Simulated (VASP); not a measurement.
Input of a VASP 6.6.1 run:

File POSCAR:

```
Nb
1.0
   -1.6223512500      1.6223512500      1.7471475000
    1.6223512500     -1.6223512500      1.7471475000
    1.6223512500      1.6223512500     -1.7471475000
Nb
1
Direct
    0.0000000000      0.0000000000      0.0000000000
```

The input INCAR.step1:

```
  PREC = Accurate
  ENCUT = 520
  ISMEAR = 0
  SIGMA = 0.15
  LREAL = F
  LASPH = T
  NELM = 100
  NBANDS = 12
  GGA = PE
  ALGO = Normal
  EDIFF = 1E-4
  LWAVE = T
  LCHARG = F
```

The input INCAR.step2:

```
  PREC = Accurate
  ENCUT = 520
  EDIFF = 1E-7
  ISMEAR = 0
  SIGMA = 0.15
  LREAL = F
  LASPH = T
  NELM = 100
  ALGO = Normal
  ISIF = 2
  LWAVE = F
  LCHARG = F
  METAGGA = R2SCAN
  LMIXTAU = T
  NBANDS = 12
  ISTART = 1
```

KPOINTS

```
Automatic mesh
0
Gamma
  20 20 20
```

Potentials or basis: VASP PAW PBE potentials, release 64 (Nb_sv).

Run with:

```bash
$ cat potpaw_PBE.64/Nb_sv/POTCAR > POTCAR
$ cp INCAR.step1 INCAR
$ mpirun -np 1 vasp_std > vasp.out
$ cp INCAR.step2 INCAR
$ mpirun -np 1 vasp_std > vasp.out
```

(1) Predict the pressure.

(2) Predict the band gap on the k mesh.

Results:

(1) -3.2 GPa.

(2) zero (an odd number of electrons rules out a gap without spin polarisation).

Caveat: the cell differs from its parent crystal (strain -0.025 along x and y, +0.050 along z); the stress differs along the axes, from -9 to -0 GPa; the PAW data sets were made with another functional, which shifts forces and pressure a little.
